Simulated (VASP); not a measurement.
Here is a VASP 6.6.1 calculation.

The input INCAR:

```
SYSTEM = Cd
  ALGO = Normal
  EDIFF = 1E-6
  ENCUT = 630
  GGA_COMPAT = .False.
  ISIF = 2
  ISMEAR = 1
  LASPH = .True.
  LCHARG = .False.
  LREAL = .False.
  LWAVE = .False.
  NBANDS = 27
  NELM = 120
  PREC = Accurate
  SIGMA = 0.2
```

The input KPOINTS:

```
k-points
0
Gamma
  13 13 6
  0 0 0
```

File POSCAR:

```
Cd
1.0
    2.8818641727      0.0000000000      0.0000000000
   -1.4409320863      2.4957675838      0.0000000000
    0.0000000000      0.0000000000      5.6383707528
Cd
2
Direct
    0.3333333333      0.6666666667      0.2500000000
    0.6666666667      0.3333333333      0.7500000000
```

Potentials or basis: VASP PAW LDA potentials, release 64 (Cd_sv_GW).

Launch:

```sh
$ cat potpaw_LDA.64/Cd_sv_GW/POTCAR > POTCAR
$ mpirun -np 1 vasp_std > vasp.out
```

Task: Estimate the band gap on the k mesh.

Result: Zero (bands 20 and 21 overlap by 4.68 eV).

Task: Estimate the pressure.

Result: 0.0 GPa.

Stress tensor (GPa, compression positive):
```
 1.23  0.00  0.00
 0.00  1.23  0.00
 0.00  0.00 -2.47
```
